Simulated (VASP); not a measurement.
# Rb (I4/mmm) in VASP: further runs

Rb is run at these levels: PBE; tasks: single point.

All numbers are computed with VASP 6.6.1; they aren't measurements. Logs are shortened: lines on timing, memory, paths and dates and some standing lists are left out, and cuts for length are marked.

## Step 1: The cell of the first run

Symmetry: I4/mmm, No. 139, tetragonal system. Conventional cell: a = 5.612 Å, b = 5.612 Å, c = 5.556 Å, α = 90.00°, β = 90.00°, γ = 90.00°.

## Step 2: Single point, PBE (strain -0.0100 x Voigt [1, 0, 0, 0, 0, 0])

INCAR reads:

```
ALGO = Fast ; EDIFF = 1E-6
ENCUT = 520 ; GGA = PE
ISIF = 2 ; ISMEAR = 0
LASPH = T ; LCHARG = F
LREAL = F ; LWAVE = F
NBANDS = 10 ; NELM = 60
PREC = Accurate ; SIGMA = 0.15
```

KPOINTS reads:

```
k-points
0
Gamma
  12 12 12
```

POSCAR reads:

```
Rb
1.0
   -2.7779400000      2.8060000000      2.8060000000
    2.7779400000     -2.8060000000      2.8060000000
    2.7779400000      2.8060000000     -2.8060000000
Rb
1
Direct
    0.0000000000      0.0000000000      0.0000000000
```

Potentials or basis: VASP PAW PBE potentials, release 64 (Rb_sv).

Run with:

```bash
$ cat potpaw_PBE.64/Rb_sv/POTCAR > POTCAR
$ mpirun -np 1 vasp_std > vasp.out
```

OUTCAR:

```text
EDIFF = 1E-6
   ENCUT = 520
   GGA = PE
   ISIF = 2
   ISMEAR = 0
   LASPH = T
   LREAL = F
   NELM = 60
   PREC = Accurate

 ion  position               nearest neighbor table
   1  0.000  0.000  0.000-

  LATTYP: Found a body centered tetragonal cell.
 ALAT       =     5.6120000000
 C/A-ratio  =     0.9900000000

  Lattice vectors:

 A1 = (  -2.7779400000,   2.8060000000,  -2.8060000000)
 A2 = (  -2.7779400000,  -2.8060000000,   2.8060000000)
 A3 = (   2.7779400000,   2.8060000000,   2.8060000000)

Analysis of symmetry for initial positions (statically):
=====================================================================
 Subroutine PRICEL returns:
 Original cell was already a primitive cell.

 Routine SETGRP: Setting up the symmetry group for a
 body centered tetragonal supercell.

 Subroutine GETGRP returns: Found 16 space group operations
 (whereof 16 operations were pure point group operations)
 out of a pool of 16 trial point group operations.

The static configuration has the point symmetry D_4h.

Analysis of symmetry for dynamics (positions and initial velocities):
=====================================================================
 Subroutine PRICEL returns:
 Original cell was already a primitive cell.

 Routine SETGRP: Setting up the symmetry group for a
 body centered tetragonal supercell.

 Subroutine GETGRP returns: Found 16 space group operations
 (whereof 16 operations were pure point group operations)
 out of a pool of 16 trial point group operations.

The dynamic configuration has the point symmetry D_4h.

 Subroutine INISYM returns: Found 16 space group operations
 (whereof 16 operations are pure point group operations),
 and found     1 'primitive' translations

----------------------------------------------------------------------------------------

                                     Primitive cell

  volume of cell :      87.4900

  direct lattice vectors                    reciprocal lattice vectors
    -2.777940000  2.806000000  2.806000000     0.000000000  0.178189594  0.178189594
     2.777940000 -2.806000000  2.806000000     0.179989489  0.000000000  0.178189594
     2.777940000  2.806000000 -2.806000000     0.179989489  0.178189594  0.000000000

  length of vectors
     4.843988299  4.843988299  4.843988299     0.251998140  0.253274056  0.253274056

  position of ions in fractional coordinates (direct lattice)
     0.000000000  0.000000000  0.000000000

  ion indices of the primitive-cell ions
   primitive index   ion index
                 1           1

----------------------------------------------------------------------------------------

 KPOINTS: k-points

Automatic generation of k-mesh.
 Grid dimensions read from file:
 generate k-points for:   12   12   12

 Generating k-lattice:

  Cartesian coordinates                     Fractional coordinates (reciprocal lattice)
     0.000000000  0.014849133  0.014849133     0.083333333  0.000000000  0.000000000
     0.014999124  0.000000000  0.014849133     0.000000000  0.083333333 -0.000000000
     0.014999124  0.014849133  0.000000000     0.000000000 -0.000000000  0.083333333

  Length of vectors
     0.020999845  0.021106171  0.021106171

  Shift w.r.t. Gamma in fractional coordinates (k-lattice)
     0.000000000  0.000000000  0.000000000

 Subroutine IBZKPT returns following result:
 ===========================================

 Found    163 irreducible k-points:

 Following reciprocal coordinates:
            Coordinates               Weight
  0.000000  0.000000  0.000000      1.000000
  0.083333  0.000000  0.000000      4.000000
  0.166667  0.000000  0.000000      4.000000
  0.250000  0.000000  0.000000      4.000000
  0.333333  0.000000  0.000000      4.000000
  0.416667  0.000000  0.000000      4.000000
[... 16 lines left out ...]
  0.166667  0.250000  0.000000     16.000000
  0.250000  0.250000 -0.000000     16.000000
 [... further k-points ...]
   k-points           NKPTS =    163   k-points in BZ     NKDIM =    163   number of bands    NBANDS=     10
   number of dos      NEDOS =    301   number of ions     NIONS =      1
   total plane-waves  NPLWV =  46656
   dimension x,y,z NGX =    36 NGY =   36 NGZ =   36
   dimension x,y,z NGXF=    72 NGYF=   72 NGZF=   72
   ions per type =               1
   NGX,Y,Z   is equivalent  to a cutoff of  12.36, 12.36, 12.36 a.u.
   NGXF,Y,Z  is equivalent  to a cutoff of  24.71, 24.71, 24.71 a.u.
 SYSTEM =  unknown system
   PREC   = accura    normal or accurate (medium, high low for compatibility)
   ISTART =      0    job   : 0-new  1-cont  2-samecut
   ICHARG =      2    charge: 1-file 2-atom 10-const
   ISPIN  =      1    spin polarized calculation?
   LNONCOLLINEAR =      F non collinear calculations
   LSORBIT =      F    spin-orbit coupling
   LASPH  =      T    aspherical Exc in radial PAW
   ENCUT  =  520.0 eV  38.22 Ry    6.18 a.u.   9.01  9.01  9.01*2*pi/ulx,y,z
   NELM   =     60;   NELMIN=  2; NELMDL= -5     # of ELM steps
   EDIFF  = 0.1E-05   stopping-criterion for ELM
   LREAL  =      F    real-space projection
   EDIFFG = 0.1E-04   stopping-criterion for IOM
   NSW    =      0    number of steps for IOM
   IBRION =     -1    ionic relax: 0-MD 1-quasi-New 2-CG
   NFREE  =      0    steps in history (QN), initial steepest desc. (CG)
   ISIF   =      2    stress and relaxation
   ISYM   =      2    0-nonsym 1-usesym 2-fastsym
   POTIM  = 0.5000    time-step for ionic-motion
   TEBEG  =    0.0;   TEEND  =   0.0 temperature during run
   PSTRESS=    0.0 pullay stress
   NELECT =       9.0000    total number of electrons
   NUPDOWN=      -1.0000    fix difference up-down
   EMIN   =  10.00;   EMAX   =-10.00  energy-range for DOS
   EFERMI =   0.00;   METHOD = LEGACY
   ISMEAR =     0;   SIGMA  =   0.15  broadening in eV -4-tet -1-fermi 0-gaus
   EFERMI_NEDOS =   21; number of points for ismear=-14 and -15
   IALGO  =     68    algorithm
   IMIX   =      4    mixing-type and parameters
     AMIX     =   0.40;   BMIX     =  1.00
     AMIX_MAG =   1.60;   BMIX_MAG =  1.00
  volume/ion in A,a.u.               =      87.49       590.41
  Fermi-wavevector in a.u.,A,eV,Ry     =   0.767072  1.449556  8.005666  0.588400
  Thomas-Fermi vector in A             =   1.867549
   LORBIT       =      0    0 simple, 1 ext, 2 COOP (PROOUT), +10 PAW based schemes
   GGA     = PE    functional components
   LHFCALC =     F    Hartree Fock is set to
   AEXX    =    0.0000 exact exchange contribution
   IVDW    =     0    specifies the selected vdW correction
   LEPSILON=     F    determine dielectric tensor
   LRPA    =     F    only Hartree local field effects (RPA)
 non-spin polarized calculation
 RMM-DIIS sequential band-by-band and
 Gauss-broadening in eV      SIGMA  =   0.15
  energy-cutoff  :      520.00
  volume of cell :       87.49
 maximum number of plane-waves:      2389
   NGX = 19   NGY = 19   NGZ = 19

 number of electron       9.0000000 magnetization

 Free energy of the ion-electron system (eV)
  ---------------------------------------------------
  ext. energy  EPLUGINS =         0.00000000
  ---------------------------------------------------
  free energy    TOTEN  =        -0.93930940 eV

  energy without entropy =       -0.92809694  energy(sigma->0) =       -0.93370317

 E-fermi :   0.0977     XC(G=0):  -5.5619

 val. band max:        0.0961722332   @ k =   0.2500   0.5000  -0.0000
 cond. band min:       0.0998593949   @ k =  -0.3333   0.4167   0.1667
 fundamental gap:      0.0036871616
 Fermi energy:         0.0977157225

 k-point     1 :       0.0000    0.0000    0.0000
  band No.  band energies     occupation
      1     -28.7810      2.00000
      2     -12.8191      2.00000
      3     -12.8191      2.00000
      4     -12.8191      2.00000
      5      -1.9227      2.00000
      6       3.7829      0.00000
      7       3.8353      0.00000
      8       3.8353      0.00000
      9       4.7411      0.00000
     10       4.8143      0.00000

 k-point     2 :       0.0833    0.0000    0.0000
  band No.  band energies     occupation
      1     -28.7807      2.00000
      2     -12.8266      2.00000
      3     -12.8215      2.00000
      4     -12.8190      2.00000
      5      -1.8382      2.00000
      6       3.6587      0.00000
      7       3.7184      0.00000
      8       3.9148      0.00000
      9       4.5595      0.00000
     10       4.7784      0.00000

 k-point     3 :       0.1667    0.0000    0.0000
  band No.  band energies     occupation
      1     -28.7797      2.00000
      2     -12.8471      2.00000
      3     -12.8281      2.00000
      4     -12.8189      2.00000
      5      -1.5901      2.00000
      6       3.1962      0.00000
      7       3.4526      0.00000
      8       4.1510      0.00000
      9       4.4739      0.00000
     10       4.7204      0.00000

 k-point     4 :       0.2500    0.0000    0.0000
  band No.  band energies     occupation
      1     -28.7785      2.00000
      2     -12.8747      2.00000
      3     -12.8370      2.00000
      4     -12.8188      2.00000
      5      -1.1955      2.00000
      6       2.5692      0.00000
      7       3.1661      0.00000
      8       4.5362      0.00000
      9       4.5617      0.00000
     10       4.7187      0.00000

 k-point     5 :       0.3333    0.0000    0.0000
  band No.  band energies     occupation
      1     -28.7772      2.00000
      2     -12.9019      2.00000
      3     -12.8460      2.00000
      4     -12.8187      2.00000
      5      -0.6834      2.00000
      6       1.9356      0.00000
      7       2.9317      0.00000
      8       4.6033      0.00000
      9       4.8198      0.00000
     10       5.0575      0.00000

 k-point     6 :       0.4167    0.0000    0.0000
  band No.  band energies     occupation
      1     -28.7763      2.00000
      2     -12.9216      2.00000
      3     -12.8525      2.00000
      4     -12.8186      2.00000
      5      -0.1036      1.94235
      6       1.3217      0.00000
      7       2.7821      0.00000
      8       4.4940      0.00000
      9       5.0436      0.00000
     10       5.7012      0.00000
[... 183 lines left out ...]
 k-point    21 :       0.0000    0.2500    0.0000
  band No.  band energies     occupation
      1     -28.7785      2.00000
      2     -12.8746      2.00000
      3     -12.8375      2.00000
      4     -12.8193      2.00000
      5      -1.1881      2.00000
      6       2.5959      0.00000
      7       3.1201      0.00000
      8       4.5062      0.00000
      9       4.6183      0.00000
     10       4.6870      0.00000

 k-point    22 :       0.0833    0.2500   -0.0000
  band No.  band energies     occupation
      1     -28.7777      2.00000
      2     -12.8897      2.00000
      3     -12.8426      2.00000
      4     -12.8220      2.00000
      5      -0.8872      2.00000
      6       2.2792      0.00000
      7       2.8927      0.00000
      8       4.4525      0.00000
      9       4.7326      0.00000
     10       5.0207      0.00000

 k-point    23 :       0.1667    0.2500    0.0000
  band No.  band energies     occupation
      1     -28.7767      2.00000
      2     -12.9023      2.00000
      3     -12.8514      2.00000
      4     -12.8270      2.00000
      5      -0.4557      2.00000
      6       1.9885      0.00000
      7       2.5340      0.00000
      8       4.4334      0.00000
      9       4.7334      0.00000
     10       5.3132      0.00000

 k-point    24 :       0.2500    0.2500   -0.0000
  band No.  band energies     occupation
      1     -28.7759      2.00000
      2     -12.9084      2.00000
      3     -12.8648      2.00000
      4     -12.8302      2.00000
      5       0.0793      1.13820
      6       1.7022      0.00000
      7       2.1371      0.00000
      8       4.4032      0.00000
      9       4.6184      0.00000
     10       5.4364      0.00000

 [... further k-points ...]

------------------------ aborting loop because EDIFF is reached ----------------------------------------

  FORCE on cell =-STRESS in cart. coord.  units (eV):
  Direction    XX          YY          ZZ          XY          YZ          ZX
  --------------------------------------------------------------------------------------
  -------------------------------------------------------------------------------------
  Total        0.0684129      0.0668032      0.0668032      0.0000000      0.0000000     -0.0000000
  in kB        1.2528247      1.2233468      1.2233468      0.0000000      0.0000000     -0.0000000
  external PRESSURE =       1.2331727 kB  Pullay stress =       0.0000000 kB

 VOLUME and BASIS-vectors are now :
 -----------------------------------------------------------------------------
  energy-cutoff  :      520.00
  volume of cell :       87.49
      direct lattice vectors                 reciprocal lattice vectors
    -2.777940000  2.806000000  2.806000000     0.000000000  0.178189594  0.178189594
     2.777940000 -2.806000000  2.806000000     0.179989489  0.000000000  0.178189594
     2.777940000  2.806000000 -2.806000000     0.179989489  0.178189594  0.000000000

 POSITION                                       TOTAL-FORCE (eV/Angst)
 -----------------------------------------------------------------------------------
      0.00000      0.00000      0.00000         0.000000     -0.000000     -0.000000
 -----------------------------------------------------------------------------------
    total drift:                               -0.000000      0.000000      0.000000

  FREE ENERGIE OF THE ION-ELECTRON SYSTEM (eV)
  ---------------------------------------------------
  free  energy   TOTEN  =        -0.9393094015 eV

  energy  without entropy=       -0.9280969400  energy(sigma->0) =       -0.93370317
```

It took 3.6 min on 1 thread of AMD EPYC 7R13, shared host; peak memory 0.26 GiB.

What came out:

```yaml
Free_energy: -0.9393 eV
Pressure: 0.1 GPa
```

Caveat: the cell differs from its parent crystal (strain -0.0100 x Voigt [1, 0, 0, 0, 0, 0]).

## Step 3: Single point, PBE (strain -0.0050 x Voigt [1, 0, 0, 0, 0, 0])

INCAR reads:

```
PREC = Accurate ; ENCUT = 520
EDIFF = 1E-6 ; ISMEAR = 0
SIGMA = 0.15 ; LREAL = False
LASPH = True ; NELM = 100
ALGO = Fast ; ISIF = 2
LWAVE = False ; LCHARG = False
GGA = PE ; NBANDS = 10
```

KPOINTS reads:

```
Automatic mesh
0
Gamma
  12 12 12
```

POSCAR reads:

```
Rb
1.0
   -2.7919700000      2.8060000000      2.8060000000
    2.7919700000     -2.8060000000      2.8060000000
    2.7919700000      2.8060000000     -2.8060000000
Rb
1
Direct
    0.0000000000      0.0000000000      0.0000000000
```

Potentials or basis: VASP PAW PBE potentials, release 64 (Rb_sv).

Run with:

```bash
$ cat potpaw_PBE.64/Rb_sv/POTCAR > POTCAR
$ mpirun -np 1 vasp_std > vasp.out
```

It took 4 min on 1 thread of AMD EPYC 7R13, shared host; peak memory 0.26 GiB.

It converged, with:

* Free energy: -0.9396 eV
* Pressure: 0.1 GPa

Levels at points of the mesh, in eV from the Fermi level:
```
           k point  band 2  band 3  band 4  band 5  band 6  band 7  band 8  band 9
(0.00, 0.00, 0.00)  -12.92  -12.92  -12.92   -2.01    3.70    3.72    3.72    4.65
(0.50, 0.00, 0.00)  -13.03  -12.96  -12.92    0.23    0.80    2.61    4.32    5.28
(0.00, 0.50, 0.00)  -13.03  -12.96  -12.92    0.24    0.81    2.59    4.34    5.25
(0.50, 0.50, 0.50)  -13.00  -13.00  -13.00    1.23    1.25    3.33    3.33    3.38
```

Caveat: the cell differs from its parent crystal (strain -0.0050 x Voigt [1, 0, 0, 0, 0, 0]).
